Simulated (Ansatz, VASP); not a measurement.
## Two plane-wave programs on Bi2Se3

The input INCAR:

```
  PREC = Accurate
  ENCUT = 520
  EDIFF = 1E-6
  ISMEAR = -1
  SIGMA = 0.05
  LREAL = F
  LASPH = T
  NELM = 100
  ALGO = Normal
  ISIF = 2
  LWAVE = F
  LCHARG = F
  GGA = PE
  ALDAC = 0.0
  AGGAC = 0.0
  NBANDS = 32
```

KPOINTS

```
Automatic mesh
0
Gamma
  8 8 8
```

The input POSCAR:

```
Bi2Se3
1.0
    2.0987597050      1.2117194806      9.6709442292
   -2.0987597050      1.2117194806      9.6709442292
    0.0000000000     -2.4234389614      9.6709442292
Bi Se
2 3
Direct
    0.5992000000      0.5992000000      0.5992000000
    0.4008000000      0.4008000000      0.4008000000
    0.7883000000      0.7883000000      0.7883000000
    0.2117000000      0.2117000000      0.2117000000
    0.0000000000      0.0000000000      0.0000000000
```

The input input.yaml:

```yaml
crystal:
  lattice:
    - [2.098759705, 1.2117194806, 9.6709442292]
    - [-2.098759705, 1.2117194806, 9.6709442292]
    - [0.0, -2.4234389614, 9.6709442292]
  atoms:
    - { symbol: Bi, position: [0.5992, 0.5992, 0.5992] }
    - { symbol: Bi, position: [0.4008, 0.4008, 0.4008] }
    - { symbol: Se, position: [0.7883, 0.7883, 0.7883] }
    - { symbol: Se, position: [0.2117, 0.2117, 0.2117] }
    - { symbol: Se, position: [0.0, 0.0, 0.0] }
hamiltonian:
  xc: { exchange: pbe, correlation: none }
  pseudopotentials: { kind: paw }
kpoints:
  mp_grid: { grid: [8, 8, 8] }
scf:
  occupations: { method: fermi_dirac, width: 0.05 }
output:
  forces: true
  stress: true
  eigenvalues: true
```

Alike in both runs: task single point; functional PBE exchange alone; k mesh 8 × 8 × 8; occupations fermi-dirac, width 0.05 eV; no spin polarisation.

|  | VASP | Ansatz |
| --- | --- | --- |
| version | VASP 6.6.1 | Ansatz 0.2.0 |
| potentials or method | VASP PAW PBE potentials, release 64 (Bi_d, Se) | Ansatz PAW |
| plane-wave cutoff (eV) | 520 | 420 |
| valence electrons in the cell | 48 | 78 |

```csv
,VASP,Ansatz,Ansatz less VASP
gap on the k mesh at the Fermi level (eV),0.31,0.31,+0.004
least direct gap on the mesh (eV),0.31,0.31,+0.004
pressure (GPa),8.9,8.8,-0.06
"traceless stress, the component that is largest in VASP (GPa)",-0.20,-0.20,-0.002
rms of the force components (eV/Å),0.128,0.121,-0.0070
```

VASP's potentials were made for PBE, not for PBE exchange alone. Atom by atom the forces differ by 0.007 eV/Å (rms over components). VASP's potentials hold 48 valence electrons a cell and Ansatz's 78, so a difference there can come from the potentials and not from the codes.

Neither program's run includes spin-orbit coupling.
